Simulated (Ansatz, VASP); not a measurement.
Cu: VASP beside Ansatz

```
Cu
1.0
     2.56651    0.00000    0.00000
    -1.28326    2.22267    0.00000
     0.00000    0.00000   24.38220
Cu
5
Direct
  0.83333 0.16667 0.32811
  0.16667 0.83333 0.41405
  0.50000 0.50000 0.50000
  0.83333 0.16667 0.58595
  0.16667 0.83333 0.67189
```

Alike in both runs: task single point; functional PBE; k mesh 15 × 15 × 1; occupations fermi-dirac, width 0.1 eV; no spin polarisation.

|  | VASP | Ansatz |
| --- | --- | --- |
| version | VASP 6.6.1 | Ansatz 0.2.0 |
| potentials or method | VASP PAW PBE potentials, release 64 (Cu) | PAW with Ansatz's default frozen-core files, scalar-relativistic |
| plane-wave cutoff (eV) | 520 | 420 |
| valence electrons in the cell | 55 | 95 |

|  | VASP | Ansatz | Ansatz less VASP |
| --- | --- | --- | --- |
| rms of the force components (eV/Å) | 0.023 | 0.028 | +0.0049 |

Atom by atom the forces differ by 0.007 eV/Å (rms over components). VASP's potentials hold 55 valence electrons a cell and Ansatz's 95, so a difference there can come from the potentials and not from the codes.
